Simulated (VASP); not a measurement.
# Li16H (a cell with a defect) in VASP: single point with r2SCAN+D3(BJ)

Aim: the single point of Li16H (a cell with a defect) with r2SCAN+D3(BJ).

Everything below comes from runs of VASP 6.6.1. Logs are shortened: lines on timing, memory, paths and dates and some standing lists are left out, and cuts for length are marked.

### 1 The cell of the first run

The cell holds a defect, 17 atoms: a = 6.980 Å, b = 6.980 Å, c = 6.980 Å, α = 90.00°, β = 90.00°, γ = 90.00°.

### 2 Single point, r2SCAN+D3(BJ)

Contents of POSCAR:

```
Li16H
1.0
    6.9800000000      0.0000000000      0.0000000000
    0.0000000000      6.9800000000      0.0000000000
    0.0000000000      0.0000000000      6.9800000000
Li H
16 1
Direct
   -0.0052599320      0.0269977307      0.0003115674
    0.5222264746     -0.0186322558      0.0006569622
   -0.0053636106      0.4728089615      0.0002999482
    0.0096709753      0.0101213531      0.5006754471
    0.2561107642      0.2498799845      0.2258826007
    0.5224282947      0.5184759031      0.0006577995
    0.4843543128     -0.0157329208      0.5002201597
    0.7279341949      0.2497980520      0.2702038999
    0.0095218783      0.4896737767      0.5006755626
    0.2398515924      0.7497767856      0.2392317759
    0.2564534909      0.2498908192      0.7747335749
    0.4844273761      0.5154313370      0.5002190618
    0.7667128844      0.7499240602      0.2638001184
    0.7273217642      0.2497960778      0.7302933534
    0.2403391467      0.7497788565      0.7613409024
    0.7664431225      0.7499275284      0.7371176535
    0.1284841907      0.2497820503      0.0006179923
```

Contents of INCAR.step1:

```
SYSTEM = Li16H
PREC = Accurate
ENCUT = 520
ISMEAR = 0
SIGMA = 0.05
LREAL = Auto
LASPH = .True.
NELM = 60
NBANDS = 38
GGA = PE
ALGO = Normal
EDIFF = 1E-4
LWAVE = .True.
LCHARG = .False.
```

Contents of INCAR.step2:

```
SYSTEM = Li16H
PREC = Accurate
ENCUT = 520
EDIFF = 1E-6
ISMEAR = 0
SIGMA = 0.05
LREAL = Auto
LASPH = .True.
NELM = 60
ALGO = Normal
ISIF = 2
LWAVE = .False.
LCHARG = .False.
METAGGA = R2SCAN
LMIXTAU = .True.
IVDW = 12
VDW_S6 = 1.0
VDW_S8 = 0.78981345
VDW_A1 = 0.49484001
VDW_A2 = 5.73083694
NBANDS = 38
ISTART = 1
```

Contents of KPOINTS:

```
Automatic mesh
0
Gamma
  3 3 3
  0 0 0
```

Potentials or basis: VASP PAW PBE potentials, release 64 (Li_sv, H).

The run is started by

```
$ cat potpaw_PBE.64/Li_sv/POTCAR potpaw_PBE.64/H/POTCAR > POTCAR
$ cp INCAR.step1 INCAR
$ mpirun -np 1 vasp_std > vasp.out
$ cp INCAR.step2 INCAR
$ mpirun -np 1 vasp_std > vasp.out
```

OUTCAR:

```text
SYSTEM = Li16H
   PREC = Accurate
   ENCUT = 520
   EDIFF = 1E-6
   ISMEAR = 0
   LREAL = Auto
   LASPH = .True.
   NELM = 60
   ISIF = 2
   METAGGA = R2SCAN
   IVDW = 12
   ISTART = 1
 IVDW          = 12

 ion  position               nearest neighbor table
   1  0.995  0.027  0.000-
   2  0.522  0.981  0.001-
   3  0.995  0.473  0.000-
   4  0.010  0.010  0.501-
   5  0.256  0.250  0.226-
   6  0.522  0.518  0.001-
[... 9 lines left out ...]
  16  0.766  0.750  0.737-
  17  0.128  0.250  0.001-

  LATTYP: Found a simple cubic cell.
 ALAT       =     6.9800000000

  Lattice vectors:

 A1 = (   6.9800000000,   0.0000000000,   0.0000000000)
 A2 = (   0.0000000000,   6.9800000000,   0.0000000000)
 A3 = (   0.0000000000,   0.0000000000,   6.9800000000)

Analysis of symmetry for initial positions (statically):
=====================================================================
 Subroutine PRICEL returns:
 Original cell was already a primitive cell.

 Routine SETGRP: Setting up the symmetry group for a
 simple cubic supercell.

 Subroutine GETGRP returns: Found  1 space group operations
 (whereof  1 operations were pure point group operations)
 out of a pool of 48 trial point group operations.

The static configuration has the point symmetry C_1 .

Analysis of symmetry for dynamics (positions and initial velocities):
=====================================================================
 Subroutine PRICEL returns:
 Original cell was already a primitive cell.

 Routine SETGRP: Setting up the symmetry group for a
 simple cubic supercell.

 Subroutine GETGRP returns: Found  1 space group operations
 (whereof  1 operations were pure point group operations)
 out of a pool of 48 trial point group operations.

The dynamic configuration has the point symmetry C_1 .

 Subroutine INISYM returns: Found  1 space group operations
 (whereof  1 operations are pure point group operations),
 and found     1 'primitive' translations

----------------------------------------------------------------------------------------

                                     Primitive cell

  volume of cell :     340.0684

  direct lattice vectors                    reciprocal lattice vectors
     6.980000000  0.000000000  0.000000000     0.143266476  0.000000000  0.000000000
     0.000000000  6.980000000  0.000000000     0.000000000  0.143266476  0.000000000
     0.000000000  0.000000000  6.980000000     0.000000000  0.000000000  0.143266476

  length of vectors
     6.980000000  6.980000000  6.980000000     0.143266476  0.143266476  0.143266476

  position of ions in fractional coordinates (direct lattice)
     0.994740068  0.026997731  0.000311567
     0.522226475  0.981367744  0.000656962
     0.994636389  0.472808962  0.000299948
     0.009670975  0.010121353  0.500675447
     0.256110764  0.249879984  0.225882601
     0.522428295  0.518475903  0.000657799
[... 9 lines left out ...]
     0.766443123  0.749927528  0.737117654
     0.128484191  0.249782050  0.000617992

  ion indices of the primitive-cell ions
   primitive index   ion index
                 1           1
                 2           2
                 3           3
                 4           4
                 5           5
                 6           6
[... 9 lines left out ...]
                16          16
                17          17

----------------------------------------------------------------------------------------

 KPOINTS: Automatic mesh

Automatic generation of k-mesh.
 Grid dimensions read from file:
 generate k-points for:    3    3    3

 Generating k-lattice:

  Cartesian coordinates                     Fractional coordinates (reciprocal lattice)
     0.047755492  0.000000000  0.000000000     0.333333333  0.000000000  0.000000000
     0.000000000  0.047755492  0.000000000     0.000000000  0.333333333  0.000000000
     0.000000000  0.000000000  0.047755492     0.000000000  0.000000000  0.333333333

  Length of vectors
     0.047755492  0.047755492  0.047755492

  Shift w.r.t. Gamma in fractional coordinates (k-lattice)
     0.000000000  0.000000000  0.000000000

 Subroutine IBZKPT returns following result:
 ===========================================

 Found     14 irreducible k-points:

 Following reciprocal coordinates:
            Coordinates               Weight
  0.000000  0.000000  0.000000      1.000000
  0.333333  0.000000  0.000000      2.000000
  0.000000  0.333333  0.000000      2.000000
  0.000000  0.000000  0.333333      2.000000
  0.333333  0.333333  0.000000      2.000000
  0.000000  0.333333  0.333333      2.000000
  0.333333  0.000000  0.333333      2.000000
 -0.333333  0.333333  0.000000      2.000000
 -0.333333  0.000000  0.333333      2.000000
  0.000000 -0.333333  0.333333      2.000000
  0.333333  0.333333  0.333333      2.000000
 -0.333333  0.333333  0.333333      2.000000
 -0.333333 -0.333333  0.333333      2.000000
  0.333333 -0.333333  0.333333      2.000000
   k-points           NKPTS =     14   k-points in BZ     NKDIM =     14   number of bands    NBANDS=     38
   number of dos      NEDOS =    301   number of ions     NIONS =     17
   total plane-waves  NPLWV = 157464
   dimension x,y,z NGX =    54 NGY =   54 NGZ =   54
   dimension x,y,z NGXF=   108 NGYF=  108 NGZF=  108
   ions per type =              16   1
   NGX,Y,Z   is equivalent  to a cutoff of  12.86, 12.86, 12.86 a.u.
   NGXF,Y,Z  is equivalent  to a cutoff of  25.72, 25.72, 25.72 a.u.
 SYSTEM =  Li16H
   PREC   = accura    normal or accurate (medium, high low for compatibility)
   ISTART =      1    job   : 0-new  1-cont  2-samecut
   ICHARG =      0    charge: 1-file 2-atom 10-const
   ISPIN  =      1    spin polarized calculation?
   LNONCOLLINEAR =      F non collinear calculations
   LSORBIT =      F    spin-orbit coupling
   LASPH  =      T    aspherical Exc in radial PAW
   ENCUT  =  520.0 eV  38.22 Ry    6.18 a.u.  12.98 12.98 12.98*2*pi/ulx,y,z
   NELM   =     60;   NELMIN=  2; NELMDL=  0     # of ELM steps
   EDIFF  = 0.1E-05   stopping-criterion for ELM
   LREAL  =      T    real-space projection
   EDIFFG = 0.1E-04   stopping-criterion for IOM
   NSW    =      0    number of steps for IOM
   IBRION =     -1    ionic relax: 0-MD 1-quasi-New 2-CG
   NFREE  =      0    steps in history (QN), initial steepest desc. (CG)
   ISIF   =      2    stress and relaxation
   ISYM   =      2    0-nonsym 1-usesym 2-fastsym
   POTIM  = 0.5000    time-step for ionic-motion
   TEBEG  =    0.0;   TEEND  =   0.0 temperature during run
   PSTRESS=    0.0 pullay stress
   NELECT =      49.0000    total number of electrons
   NUPDOWN=      -1.0000    fix difference up-down
   EMIN   =  10.00;   EMAX   =-10.00  energy-range for DOS
   EFERMI =   0.00;   METHOD = LEGACY
   ISMEAR =     0;   SIGMA  =   0.05  broadening in eV -4-tet -1-fermi 0-gaus
   EFERMI_NEDOS =   21; number of points for ismear=-14 and -15
   IALGO  =     38    algorithm
   IMIX   =      4    mixing-type and parameters
     AMIX     =   0.40;   BMIX     =  1.00
     AMIX_MAG =   1.60;   BMIX_MAG =  1.00
  volume/ion in A,a.u.               =      20.00       134.99
  Fermi-wavevector in a.u.,A,eV,Ry     =   0.858258  1.621873 10.022155  0.736608
  Thomas-Fermi vector in A             =   1.975436
   LORBIT       =      0    0 simple, 1 ext, 2 COOP (PROOUT), +10 PAW based schemes
   METAGGA = R2SCAN    functional components
   LHFCALC =     F    Hartree Fock is set to
   AEXX    =    0.0000 exact exchange contribution
   IVDW    =    12    specifies the selected vdW correction
   LEPSILON=     F    determine dielectric tensor
   LRPA    =     F    only Hartree local field effects (RPA)
 non-spin polarized calculation
 Gauss-broadening in eV      SIGMA  =   0.05
  energy-cutoff  :      520.00
  volume of cell :      340.07
 maximum number of plane-waves:      9180
 NGX is ok and might be reduce to    54
   NGX = 25   NGY = 25   NGZ = 25

 number of electron      48.9999976 magnetization

 Free energy of the ion-electron system (eV)
  ---------------------------------------------------
  ext. energy  EPLUGINS =         0.00000000
  ---------------------------------------------------
  free energy    TOTEN  =       -42.00879995 eV

  energy without entropy =      -41.99267695  energy(sigma->0) =      -42.00073845

 E-fermi :   0.5370     XC(G=0):  -7.3589

 val. band max:        0.5293652536   @ k =   0.3333   0.3333   0.0000
 cond. band min:       0.5745980830   @ k =   0.0000   0.3333   0.3333
 fundamental gap:      0.0452328294
 Fermi energy:         0.5370386919

 k-point     1 :       0.0000    0.0000    0.0000
  band No.  band energies     occupation
      1     -47.6943      2.00000
      2     -47.6910      2.00000
      3     -47.6730      2.00000
      4     -47.6700      2.00000
      5     -47.6446      2.00000
      6     -47.6364      2.00000
[... 28 lines left out ...]
     35       3.8849      0.00000
     36       4.0274      0.00000

 k-point     2 :       0.3333    0.0000    0.0000
  band No.  band energies     occupation
      1     -47.6943      2.00000
      2     -47.6911      2.00000
      3     -47.6730      2.00000
      4     -47.6700      2.00000
      5     -47.6448      2.00000
      6     -47.6364      2.00000
[... 28 lines left out ...]
     35       4.0367      0.00000
     36       4.0370      0.00000

 k-point     3 :       0.0000    0.3333    0.0000
  band No.  band energies     occupation
      1     -47.6937      2.00000
      2     -47.6917      2.00000
      3     -47.6730      2.00000
      4     -47.6700      2.00000
      5     -47.6444      2.00000
      6     -47.6369      2.00000
[... 28 lines left out ...]
     35       4.0390      0.00000
     36       4.0573      0.00000
[... 352 lines left out ...]
 k-point    13 :      -0.3333   -0.3333    0.3333
  band No.  band energies     occupation
      1     -47.6937      2.00000
      2     -47.6917      2.00000
      3     -47.6731      2.00000
      4     -47.6700      2.00000
      5     -47.6443      2.00000
      6     -47.6369      2.00000
[... 28 lines left out ...]
     35       3.9478      0.00000
     36       4.1694      0.00000

 k-point    14 :       0.3333   -0.3333    0.3333
  band No.  band energies     occupation
      1     -47.6937      2.00000
      2     -47.6917      2.00000
      3     -47.6731      2.00000
      4     -47.6700      2.00000
      5     -47.6443      2.00000
      6     -47.6369      2.00000
[... 28 lines left out ...]
     35       3.9476      0.00000
     36       4.1675      0.00000
 [bands above 36 left out]

------------------------ aborting loop because EDIFF is reached ----------------------------------------

 Edisp (eV)   -1.25344

 E8    (eV) :    -0.4007

  FORCE on cell =-STRESS in cart. coord.  units (eV):
  Direction    XX          YY          ZZ          XY          YZ          ZX
  --------------------------------------------------------------------------------------
  -------------------------------------------------------------------------------------
  Total      -2.75363    -2.02846    -1.91768     0.01094    -0.00208    -0.00421
  in kB     -12.97328    -9.55678    -9.03484     0.05155    -0.00979    -0.01982
  external pressure =      -10.52 kB  Pullay stress =        0.00 kB

 VOLUME and BASIS-vectors are now :
 -----------------------------------------------------------------------------
  energy-cutoff  :      520.00
  volume of cell :      340.07
      direct lattice vectors                 reciprocal lattice vectors
     6.980000000  0.000000000  0.000000000     0.143266476  0.000000000  0.000000000
     0.000000000  6.980000000  0.000000000     0.000000000  0.143266476  0.000000000
     0.000000000  0.000000000  6.980000000     0.000000000  0.000000000  0.143266476

 POSITION                                       TOTAL-FORCE (eV/Angst)
 -----------------------------------------------------------------------------------
      6.94329      0.18844      0.00217         0.017753      0.020872     -0.004546
      3.64514      6.84995      0.00459         0.014659     -0.010786      0.005465
      6.94256      3.30021      0.00209         0.014864     -0.028625     -0.004355
      0.06750      0.07065      3.49471        -0.022885     -0.036953     -0.023469
      1.78765      1.74416      1.57666        -0.010352      0.005915      0.002762
      3.64655      3.61896      0.00459         0.013308      0.010262      0.002316
[... 9 lines left out ...]
      5.34977      5.23449      5.14508        -0.037914     -0.002941     -0.005493
      0.89682      1.74348      0.00431        -0.004131      0.002589     -0.006119
 -----------------------------------------------------------------------------------
    total drift:                               -0.019580      0.001324     -0.045993

  FREE ENERGIE OF THE ION-ELECTRON SYSTEM (eV)
  ---------------------------------------------------
  free  energy   TOTEN  =       -43.2622444870 eV

  energy  without entropy=      -43.2461214862  energy(sigma->0) =      -43.25418299
```

It took 15 min on 1 thread of AMD EPYC 7R13 (Zen 3), shared host; peak memory 0.44 GiB.

Results:

```yaml
Free_energy: -43.2622 eV
Largest_force: 0.049 eV/Å
Band_gap_on_the_k_mesh: zero (an odd number of electrons rules out a gap without spin polarisation)
Dispersion_energy_per_atom: -0.074 eV
```

Forces in eV/Å, atoms in the order of the input:
```
Li   0.018  0.021 -0.005
Li   0.015 -0.011  0.005
Li   0.015 -0.029 -0.004
Li  -0.023 -0.037 -0.023
Li  -0.010  0.006  0.003
Li   0.013  0.010  0.002
Li   0.027  0.021  0.012
Li  -0.008 -0.011  0.040
Li  -0.015  0.033 -0.016
Li   0.011  0.007  0.029
Li   0.004  0.007 -0.009
Li   0.028 -0.018  0.008
Li  -0.034  0.002  0.005
Li  -0.002 -0.001 -0.007
Li   0.004  0.000 -0.030
Li  -0.038 -0.003 -0.005
H   -0.004  0.003 -0.006
```

Levels at points of the mesh, in eV from the Fermi level:
| k point | band 20 | band 21 | band 22 | band 23 | band 24 | band 25 | band 26 | band 27 | band 28 | band 29 |
| --- | --- | --- | --- | --- | --- | --- | --- | --- | --- | --- |
| (0.00, 0.00, 0.00) | -1.22 | -1.22 | -1.21 | -1.15 | -0.38 | 0.28 | 0.30 | 0.30 | 0.31 | 0.33 |

Caveat: the cutoff is under 1.25 times the usual one of these potentials, so pressure, stress and relaxed cells hold a basis-set (Pulay) error; the PAW data sets were made with another functional, which shifts forces and pressure a little.
